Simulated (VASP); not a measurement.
Runs of VASP 6.6.1 on AlN. The structure is that of space group P6_3mc (No. 186), or close to it. The cells are those of the table. 

```tsv
task	cell	gap on the mesh (eV)	pressure (GPa)	largest force (eV/Å)
single point	a = 3.049, b = 3.049, c = 4.978 Å, angles 90.0, 90.0, 120.0°, 4 atoms	4.50	(a)	0.44
electric field gradients	a = 3.132, b = 3.132, c = 5.011 Å, angles 90.0, 90.0, 120.0°, 4 atoms	3.92	-3.4	0.18
single point	a = 3.090, b = 3.090, c = 4.945 Å, angles 90.0, 90.0, 120.0°, 4 atoms	4.27	4.8	0.18
single point	a = 3.111, b = 3.111, c = 5.078 Å, angles 90.0, 90.0, 120.0°, 4 atoms	3.96	(b)	0.36
single point	a = 3.101, b = 3.101, c = 4.961 Å, angles 90.0, 90.0, 120.0°, 4 atoms	4.18	2.6	0.18
```

Alike in all rows: level PBEsol; potentials or basis VASP PAW PBE potentials, release 64 (Al, N); no spin polarisation; k mesh 10 × 10 × 6; cutoff (eV) 520; smearing fermi-dirac 0.03 eV.

Task: Fill in the values left out.

Result: (a) 9.9; (b) -3.0.

Caveats: the PAW data sets were made with another functional, which shifts forces and pressure a little.

A k mesh can miss the band edges.
